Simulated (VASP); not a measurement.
Wanted: the native input for a VASP 6.6.1 run.

* Task: single point
* Functional: r2SCAN
* Potentials or basis: VASP PAW PBE potentials, release 64 (F, Li_sv)
* Cutoff: 520 eV
* k mesh: 1 × 1 × 1
* Occupations: fermi-dirac, width 0.05 eV
* Spin: no spin polarisation
* Dipole correction: no
* Further INCAR settings: LREAL = Auto; ALGO = Normal; EDIFF = 1e-07; NBANDS = 390

The system is LiF.

```
F Li
1.0
     0.00000    8.01518    8.01518
     8.01518    0.00000    8.01518
     8.01518    8.01518    0.00000
F Li
64 64
Direct
  0.37500 0.12500 0.12500
  0.87500 0.12500 0.12500
  0.12500 0.37500 0.37500
  0.37500 0.62500 0.12500
  0.37500 0.12500 0.62500
  0.62500 0.37500 0.37500
  0.87500 0.62500 0.12500
  0.87500 0.12500 0.62500
  0.12500 0.87500 0.37500
  0.12500 0.37500 0.87500
  0.37500 0.62500 0.62500
  0.62500 0.87500 0.37500
  0.62500 0.37500 0.87500
  0.87500 0.62500 0.62500
  0.12500 0.87500 0.87500
  0.62500 0.87500 0.87500
  0.12500 0.37500 0.12500
  0.37500 0.12500 0.37500
  0.62500 0.37500 0.12500
  0.87500 0.12500 0.37500
  0.12500 0.87500 0.12500
  0.12500 0.37500 0.62500
  0.37500 0.62500 0.37500
  0.62500 0.87500 0.12500
  0.37500 0.12500 0.87500
  0.62500 0.37500 0.62500
  0.87500 0.62500 0.37500
  0.87500 0.12500 0.87500
  0.12500 0.87500 0.62500
  0.37500 0.62500 0.87500
  0.62500 0.87500 0.62500
  0.87500 0.62500 0.87500
  0.12500 0.12500 0.37500
  0.37500 0.37500 0.12500
  0.62500 0.12500 0.37500
  0.87500 0.37500 0.12500
  0.12500 0.62500 0.37500
  0.37500 0.87500 0.12500
  0.12500 0.12500 0.87500
  0.37500 0.37500 0.62500
  0.62500 0.62500 0.37500
  0.87500 0.87500 0.12500
  0.62500 0.12500 0.87500
  0.87500 0.37500 0.62500
  0.12500 0.62500 0.87500
  0.37500 0.87500 0.62500
  0.62500 0.62500 0.87500
  0.87500 0.87500 0.62500
  0.12500 0.12500 0.12500
  0.62500 0.12500 0.12500
  0.12500 0.62500 0.12500
  0.12500 0.12500 0.62500
  0.37500 0.37500 0.37500
  0.62500 0.62500 0.12500
  0.62500 0.12500 0.62500
  0.87500 0.37500 0.37500
  0.12500 0.62500 0.62500
  0.37500 0.87500 0.37500
  0.37500 0.37500 0.87500
  0.62500 0.62500 0.62500
  0.87500 0.87500 0.37500
  0.87500 0.37500 0.87500
  0.37500 0.87500 0.87500
  0.87500 0.87500 0.87500
  0.00000 0.00000 0.00000
  0.50000 0.00000 0.00000
  0.00000 0.50000 0.00000
  0.00000 0.00000 0.50000
  0.25000 0.25000 0.25000
  0.50000 0.50000 0.00000
  0.50000 0.00000 0.50000
  0.75000 0.25000 0.25000
  0.00000 0.50000 0.50000
  0.25000 0.75000 0.25000
  0.25000 0.25000 0.75000
  0.50000 0.50000 0.50000
  0.75000 0.75000 0.25000
  0.75000 0.25000 0.75000
  0.25000 0.75000 0.75000
  0.75000 0.75000 0.75000
  0.00000 0.00000 0.25000
  0.25000 0.25000 0.00000
  0.50000 0.00000 0.25000
  0.75000 0.25000 0.00000
  0.00000 0.50000 0.25000
  0.25000 0.75000 0.00000
  0.00000 0.00000 0.75000
  0.25000 0.25000 0.50000
  0.50000 0.50000 0.25000
  0.75000 0.75000 0.00000
  0.50000 0.00000 0.75000
  0.75000 0.25000 0.50000
  0.00000 0.50000 0.75000
  0.25000 0.75000 0.50000
  0.50000 0.50000 0.75000
  0.75000 0.75000 0.50000
  0.00000 0.25000 0.00000
  0.25000 0.00000 0.25000
  0.50000 0.25000 0.00000
  0.75000 0.00000 0.25000
  0.00000 0.75000 0.00000
  0.00000 0.25000 0.50000
  0.25000 0.50000 0.25000
  0.50000 0.75000 0.00000
  0.25000 0.00000 0.75000
  0.50000 0.25000 0.50000
  0.75000 0.50000 0.25000
  0.75000 0.00000 0.75000
  0.00000 0.75000 0.50000
  0.25000 0.50000 0.75000
  0.50000 0.75000 0.50000
  0.75000 0.50000 0.75000
  0.25000 0.00000 0.00000
  0.75000 0.00000 0.00000
  0.00000 0.25000 0.25000
  0.25000 0.50000 0.00000
  0.25000 0.00000 0.50000
  0.50000 0.25000 0.25000
  0.75000 0.50000 0.00000
  0.75000 0.00000 0.50000
  0.00000 0.75000 0.25000
  0.00000 0.25000 0.75000
  0.25000 0.50000 0.50000
  0.50000 0.75000 0.25000
  0.50000 0.25000 0.75000
  0.75000 0.50000 0.50000
  0.00000 0.75000 0.75000
  0.50000 0.75000 0.75000
```

These files were run (other wordings do the same):

POSCAR

```
LiF
1.0
    0.0000000000      8.0151840000      8.0151840000
    8.0151840000      0.0000000000      8.0151840000
    8.0151840000      8.0151840000      0.0000000000
F Li
64 64
Direct
    0.3750000000      0.1250000000      0.1250000000
    0.8750000000      0.1250000000      0.1250000000
    0.1250000000      0.3750000000      0.3750000000
    0.3750000000      0.6250000000      0.1250000000
    0.3750000000      0.1250000000      0.6250000000
    0.6250000000      0.3750000000      0.3750000000
[... 120 lines left out ...]
    0.0000000000      0.7500000000      0.7500000000
    0.5000000000      0.7500000000      0.7500000000
```

INCAR.step1

```
SYSTEM = LiF
  PREC = Accurate
  ENCUT = 520
  ISMEAR = -1
  SIGMA = 0.05
  LREAL = Auto
  LASPH = .TRUE.
  NELM = 80
  NBANDS = 390
  GGA = PE
  ALGO = Normal
  EDIFF = 1E-4
  LWAVE = .TRUE.
  LCHARG = .FALSE.
```

INCAR.step2

```
SYSTEM = LiF
  PREC = Accurate
  ENCUT = 520
  EDIFF = 1E-7
  ISMEAR = -1
  SIGMA = 0.05
  LREAL = Auto
  LASPH = .TRUE.
  NELM = 80
  ALGO = Normal
  ISIF = 2
  LWAVE = .FALSE.
  LCHARG = .TRUE.
  METAGGA = R2SCAN
  LMIXTAU = .TRUE.
  LELF = .TRUE.
  LVHAR = .TRUE.
  NBANDS = 390
  ISTART = 1
```

KPOINTS

```
Automatic mesh
0
G
  1 1 1
  0 0 0
```

Potentials or basis: VASP PAW PBE potentials, release 64 (F, Li_sv).

Run with:

```bash
$ cat potpaw_PBE.64/F/POTCAR potpaw_PBE.64/Li_sv/POTCAR > POTCAR
$ cp INCAR.step1 INCAR
$ mpirun -np 1 vasp_gam > vasp.out
$ cp INCAR.step2 INCAR
$ mpirun -np 1 vasp_gam > vasp.out
```

It gave:

- Band gap on the k mesh: 10.43 eV

Caveat: the k points lie up to 0.68 Å⁻¹ apart; an odd mesh through Γ misses points on the zone boundary, where band edges can lie.

Run time: 55 min on 1 thread of Intel(R) Xeon(R) Platinum 8259CL CPU @ 2.50GHz (Skylake/Cascade Lake), on a shared host, peak memory 1.3 GiB.
